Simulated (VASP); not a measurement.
# Re in VASP: single point with LDA

Aim: the single point of Re with LDA.

Program: VASP 6.6.1. These are calculated values, not measurements. Logs are shortened: lines on timing, memory, paths and dates and some standing lists are left out, and cuts for length are marked.

**1. The cell of the first run**

The cell holds a slab with vacuum, 3 atoms: a = 2.730 Å, b = 2.730 Å, c = 17.861 Å, α = 90.00°, β = 90.00°, γ = 90.00°.

**2. Single point, LDA**

INCAR reads:

```
SYSTEM = Re
PREC = Accurate ; ENCUT = 410
EDIFF = 1E-6 ; ISMEAR = 0
SIGMA = 0.1 ; LREAL = .FALSE.
LASPH = .TRUE. ; NELM = 120
ALGO = Normal ; ISIF = 2
LWAVE = .FALSE. ; LCHARG = .TRUE.
LDIPOL = .TRUE. ; IDIPOL = 3
DIPOL = 0.5 0.5 0.495 ; GGA = CA
LELF = .TRUE. ; LVHAR = .TRUE.
LVACPOTAV = .TRUE. ; NBANDS = 30
GGA_COMPAT = .FALSE. ; NELMDL = -8
```

KPOINTS reads:

```
Automatic mesh
0
G
  11 11 1
  0 0 0
```

POSCAR reads:

```
Re
1.0
    2.7298127531      0.0000000000      0.0000000000
    0.0000000000      2.7298127531      0.0000000000
    0.0000000000      0.0000000000     17.8605382181
Re
3
Direct
    0.5000000000      0.5000000000      0.3919254792
    0.0000000000      0.0000000000      0.4946444806
    0.5000000000      0.5000000000      0.5973594745
```

Potentials or basis: VASP PAW LDA potentials, release 64 (Re_sv_GW).

Command:

```console
$ cat potpaw_LDA.64/Re_sv_GW/POTCAR > POTCAR
$ mpirun -np 1 vasp_std > vasp.out
```

OUTCAR:

```text
SYSTEM = Re
   PREC = Accurate
   ENCUT = 410
   EDIFF = 1E-6
   ISMEAR = 0
   LREAL = .FALSE.
   LASPH = .TRUE.
   NELM = 120
   ISIF = 2
   GGA = CA
   NELMDL = -8

 ion  position               nearest neighbor table
   1  0.500  0.500  0.392-   2 2.66   2 2.66   2 2.66   2 2.66
   2  0.000  0.000  0.495-   3 2.66   3 2.66   3 2.66   3 2.66   1 2.66   1 2.66   1 2.66   1 2.66

   3  0.500  0.500  0.597-   2 2.66   2 2.66   2 2.66   2 2.66

  LATTYP: Found a simple tetragonal cell.
 ALAT       =     2.7298127531
 C/A-ratio  =     6.5427704511

  Lattice vectors:

 A1 = (   2.7298127531,   0.0000000000,   0.0000000000)
 A2 = (   0.0000000000,   2.7298127531,   0.0000000000)
 A3 = (   0.0000000000,   0.0000000000,  17.8605382181)

Analysis of symmetry for initial positions (statically):
=====================================================================
 Subroutine PRICEL returns:
 Original cell was already a primitive cell.

 Routine SETGRP: Setting up the symmetry group for a
 simple tetragonal supercell.

 Subroutine GETGRP returns: Found 16 space group operations
 (whereof  8 operations were pure point group operations)
 out of a pool of 16 trial point group operations.

The static configuration has the point symmetry C_4v.
 The point group associated with its full space group is D_4h.

Analysis of symmetry for dynamics (positions and initial velocities):
=====================================================================
 Subroutine PRICEL returns:
 Original cell was already a primitive cell.

 Routine SETGRP: Setting up the symmetry group for a
 simple tetragonal supercell.

 Subroutine GETGRP returns: Found 16 space group operations
 (whereof  8 operations were pure point group operations)
 out of a pool of 16 trial point group operations.

The dynamic configuration has the point symmetry C_4v.
 The point group associated with its full space group is D_4h.

 Subroutine INISYM returns: Found 16 space group operations
 (whereof  8 operations are pure point group operations),
 and found     1 'primitive' translations

----------------------------------------------------------------------------------------

                                     Primitive cell

  volume of cell :     133.0945
[... 86 lines left out ...]
   NELM   =    120;   NELMIN=  2; NELMDL= -8     # of ELM steps
   EDIFF  = 0.1E-05   stopping-criterion for ELM
   LREAL  =      F    real-space projection
   EDIFFG = 0.1E-04   stopping-criterion for IOM
   NSW    =      0    number of steps for IOM
   IBRION =     -1    ionic relax: 0-MD 1-quasi-New 2-CG
   NFREE  =      0    steps in history (QN), initial steepest desc. (CG)
   ISIF   =      2    stress and relaxation
   ISYM   =      2    0-nonsym 1-usesym 2-fastsym
   POTIM  = 0.5000    time-step for ionic-motion
   TEBEG  =    0.0;   TEEND  =   0.0 temperature during run
   PSTRESS=    0.0 pullay stress
   NELECT =      45.0000    total number of electrons
   NUPDOWN=      -1.0000    fix difference up-down
   EMIN   =  10.00;   EMAX   =-10.00  energy-range for DOS
   EFERMI =   0.00;   METHOD = LEGACY
   ISMEAR =     0;   SIGMA  =   0.10  broadening in eV -4-tet -1-fermi 0-gaus
   EFERMI_NEDOS =   21; number of points for ismear=-14 and -15
   IALGO  =     38    algorithm
   IMIX   =      4    mixing-type and parameters
     AMIX     =   0.40;   BMIX     =  1.00
     AMIX_MAG =   1.60;   BMIX_MAG =  1.00
  volume/ion in A,a.u.               =      44.36       299.39
  Fermi-wavevector in a.u.,A,eV,Ry     =   1.140492  2.155217 17.697398  1.300722
  Thomas-Fermi vector in A             =   2.277194
   LORBIT       =      0    0 simple, 1 ext, 2 COOP (PROOUT), +10 PAW based schemes
   GGA     = CA    functional components
   LHFCALC =     F    Hartree Fock is set to
   AEXX    =    0.0000 exact exchange contribution
   IVDW    =     0    specifies the selected vdW correction
   LEPSILON=     F    determine dielectric tensor
   LRPA    =     F    only Hartree local field effects (RPA)
 non-spin polarized calculation
 Gauss-broadening in eV      SIGMA  =   0.10
  energy-cutoff  :      410.00
  volume of cell :      133.09
 maximum number of plane-waves:      2541
 NGX is ok and might be reduce to    18
   NGX =  9   NGY =  9   NGZ = 59

 dipolmoment           0.000000      0.000000     -0.001439 electrons x Angstroem

 number of electron      45.0000006 magnetization

 dipolmoment           0.000000      0.000000      0.001160 electrons x Angstroem

 Free energy of the ion-electron system (eV)
  ---------------------------------------------------
  ext. energy  EPLUGINS =         0.00000000
  ---------------------------------------------------
  free energy    TOTEN  =       -42.11496715 eV

  energy without entropy =      -42.10222836  energy(sigma->0) =      -42.10859775

 E-fermi :   1.0130     XC(G=0):  -5.9748

 val. band max:        0.9946899165   @ k =   0.4545   0.3636   0.0000
 cond. band min:       1.1319328439   @ k =   0.1818   0.0000   0.0000
 fundamental gap:      0.1372429274
 Fermi energy:         1.0129608724

 k-point     1 :       0.0000    0.0000    0.0000
  band No.  band energies     occupation
      1     -78.7635      2.00000
      2     -78.4829      2.00000
      3     -78.4532      2.00000
      4     -41.3590      2.00000
      5     -40.6603      2.00000
      6     -40.6603      2.00000
[... 682 lines left out ...]
     29       7.1883      0.00000
     30       9.7032      0.00000

------------------------ aborting loop because EDIFF is reached ----------------------------------------

  FORCE on cell =-STRESS in cart. coord.  units (eV):
  Direction    XX          YY          ZZ          XY          YZ          ZX
  --------------------------------------------------------------------------------------
  -------------------------------------------------------------------------------------
  Total       -4.6445292     -4.6445292      0.0078385      0.0000000     -0.0000000      0.0000000
  in kB      -55.9103259    -55.9103259      0.0943586      0.0000000     -0.0000000      0.0000000
  external PRESSURE =     -37.2420977 kB  Pullay stress =       0.0000000 kB

 VOLUME and BASIS-vectors are now :
 -----------------------------------------------------------------------------
  energy-cutoff  :      410.00
  volume of cell :      133.09
      direct lattice vectors                 reciprocal lattice vectors
     2.729812753  0.000000000  0.000000000     0.366325492  0.000000000  0.000000000
     0.000000000  2.729812753  0.000000000     0.000000000  0.366325492  0.000000000
     0.000000000  0.000000000 17.860538218     0.000000000  0.000000000  0.055989354

 POSITION                                       TOTAL-FORCE (eV/Angst)
 -----------------------------------------------------------------------------------
      1.36491      1.36491      7.00000         0.000000     -0.000000     -0.096674
      0.00000      0.00000      8.83462        -0.000000      0.000000      0.000000
      1.36491      1.36491     10.66916         0.000000      0.000000      0.096674
 -----------------------------------------------------------------------------------
    total drift:                                0.000000      0.000000      0.486968

  FREE ENERGIE OF THE ION-ELECTRON SYSTEM (eV)
  ---------------------------------------------------
  free  energy   TOTEN  =       -42.1149671485 eV

  energy  without entropy=      -42.1022283597  energy(sigma->0) =      -42.10859775

 vacuum level on the upper side and lower side of the slab         6.187         6.158
```

OSZICAR:

```text
N       E                     dE             d eps       ncg     rms          rms(c)
DAV:   1     0.415330451394E+03    0.41533E+03   -0.27000E+04  1780   0.112E+03
DAV:   2    -0.145046969722E+02   -0.42984E+03   -0.42140E+03  1730   0.375E+02
DAV:   3    -0.449288105987E+02   -0.30424E+02   -0.29622E+02  1552   0.960E+01
DAV:   4    -0.457154377834E+02   -0.78663E+00   -0.77835E+00  1638   0.154E+01
[... 27 lines left out ...]
DAV:  32    -0.421149526103E+02   -0.91315E-05   -0.11395E-06   986   0.611E-03    0.236E-01
DAV:  33    -0.421149603013E+02   -0.76910E-05   -0.15429E-06  1060   0.722E-03    0.983E-02
DAV:  34    -0.421149646958E+02   -0.43945E-05   -0.71328E-07   898   0.524E-03    0.206E-02
DAV:  35    -0.421149662169E+02   -0.15211E-05   -0.24989E-07   852   0.261E-03    0.891E-03
DAV:  36    -0.421149671485E+02   -0.93162E-06   -0.10566E-07   786   0.170E-03
   1 F= -.42114967E+02 E0= -.42108598E+02  d E =-.127388E-01
```

stdout:

```text
POSCAR found type information on POSCAR Re
 POSCAR found :  1 types and       3 ions
 scaLAPACK will be used
 LDA part: xc-table for (Slater(with rela. corr.)+CA(PZ))
 , standard interpolation
 POSCAR, INCAR and KPOINTS ok, starting setup
 FFT: planning ... GRIDC
 FFT: planning ... GRID_SOFT
 FFT: planning ... GRID
 WAVECAR not read
 entering main loop
 -----------------------------------------------------------------------------
|                                                                             |
|           W    W    AA    RRRRR   N    N  II  N    N   GGGG   !!!           |
|           W    W   A  A   R    R  NN   N  II  NN   N  G    G  !!!           |
|           W    W  A    A  R    R  N N  N  II  N N  N  G       !!!           |
|           W WW W  AAAAAA  RRRRR   N  N N  II  N  N N  G  GGG   !            |
|           WW  WW  A    A  R   R   N   NN  II  N   NN  G    G                |
|           W    W  A    A  R    R  N    N  II  N    N   GGGG   !!!           |
|                                                                             |
|     Did not find any points to average over, which means that no vacuum     |
|     field-free region was found. Please increase the size of  your cell     |
|     in the dimension of the dipole correction to obtain accurate            |
|     workfunction values.                                                    |
|                                                                             |
 -----------------------------------------------------------------------------
```

Wall time 1.8 min (1 thread of Intel Xeon Platinum 8259CL at 2.50GHz (Skylake/Cascade Lake), shared host); peak memory 0.19 GiB.

Results:

```yaml
Free_energy: -42.1150 eV
Largest_force: 0.097 eV/Å
Band_gap_on_the_k_mesh: zero (an odd number of electrons rules out a gap without spin polarisation)
```

Forces on the atoms (eV/Å):
```
Re   0.000  0.000 -0.097
Re   0.000  0.000  0.000
Re   0.000  0.000  0.097
```

Levels at points of the mesh, in eV from the Fermi level:
```
           k point  band 21  band 22  band 23  band 24  band 25  band 26
(0.00, 0.00, 0.00)    -1.48    -0.69     0.82     0.82     0.95     1.33
```

Caveat: spin-orbit coupling is left out, which moves the levels of the heavy elements.

The gap in the log of VASP goes by the Fermi energy; the results here count the filled bands.